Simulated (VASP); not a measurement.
# Na3Sb3Au: density of states with PBE

The system is Na3Sb3Au.

```
Na Sb Au
1.0
     5.98580    0.00000    0.00000
     0.00000    5.98580    0.00000
     0.00000    0.00000    5.98580
Na Sb Au
3 3 1
Direct
  0.50000 0.50000 0.00000
  0.00000 0.50000 0.50000
  0.50000 0.00000 0.50000
  0.50000 0.00000 0.00000
  0.00000 0.50000 0.00000
  0.00000 0.00000 0.50000
  0.50000 0.50000 0.50000
```

```yaml
Program: VASP 6.6.1
Task: density of states
Functional: PBE
Potentials_or_basis: VASP PAW PBE potentials, release 64 (Na_pv, Sb, Au)
Cutoff: 520 eV
k_mesh: 6 × 6 × 6
Occupations: gaussian, width 0.1 eV
Spin: no spin polarisation
Dipole_correction: no
k_mesh_for_the_DOS: 9 × 9 × 9
Occupations_for_the_DOS: tetrahedron
Further_INCAR_settings: ALGO = Normal; EDIFF = 1e-06; NBANDS = 32
```

- Valence electrons inside the program's atomic spheres: Na 6.09; Sb 2.33; Au 9.65

Levels at points of the mesh, in eV from the Fermi level:
| k point | band 21 | band 22 | band 23 | band 24 | band 25 | band 26 | band 27 | band 28 |
| --- | --- | --- | --- | --- | --- | --- | --- | --- |
| (0.00, 0.00, 0.00) | -1.99 | -0.20 | -0.20 | -0.20 | 1.00 | 1.00 | 1.00 | 4.47 |

It took 4.9 min on 1 thread of Intel(R) Xeon(R) Platinum 8259CL CPU @ 2.50GHz (Skylake/Cascade Lake), with other jobs on the host, peak memory 0.44 GiB.

Caveat: spin-orbit coupling is left out, which moves the levels of the heavy elements.
